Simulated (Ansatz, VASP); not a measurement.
## Two plane-wave programs on Mg2CdTe3

```xyz
12
Lattice="4.6185 0.0000 0.0000 -2.3093 3.9998 0.0000 0.0000 0.0000 22.5911" Properties=species:S:1:pos:R:3 pbc="T T T"
Mg    0.0000    2.6665   15.0076
Mg    0.0000    2.6665   22.5790
Mg    2.3093    1.3333    3.7121
Mg    2.3093    1.3333   11.2834
Cd    0.0000    2.6665    7.5305
Cd    2.3093    1.3333   18.8260
Te    0.0000    2.6665    2.8064
Te    0.0000    2.6665   10.3843
Te    0.0000    2.6665   17.8243
Te    2.3093    1.3333    6.5287
Te    2.3093    1.3333   14.1020
Te    2.3093    1.3333   21.6798
```

Alike in both runs: functional PBE; k mesh 6 × 6 × 1; occupations gaussian, width 0.1 eV; no spin polarisation.

Ansatz relaxed the structure, and its values are those at the end. VASP's run is a single point on that final structure, the one shown.

|  | VASP | Ansatz |
| --- | --- | --- |
| version | VASP 6.6.1 | Ansatz 0.2.0 |
| potentials or method | VASP PAW PBE potentials, release 64 (Mg, Cd, Te), cutoff 520 eV | scalar-relativistic, plane waves, PAW |
| valence electrons in the cell | 68 | 176 |

VASP gave:

```
gap on the k mesh at the Fermi level (eV) : 1.51
least direct gap on the mesh (eV)         : 1.51
pressure (GPa)                            : 0.3
rms of the force components (eV/Å)        : 0.009
```

Estimate Ansatz's values.

gap on the k mesh at the Fermi level (eV): 1.52; least direct gap on the mesh (eV): 1.52; pressure (GPa): 0.3; rms of the force components (eV/Å): 0.006.

The functional is the same, so the differences come from potentials, cutoffs and numerics. VASP's potentials hold 68 valence electrons a cell and Ansatz's 176, so a difference there can come from the potentials and not from the codes.

Spin-orbit coupling is off throughout.
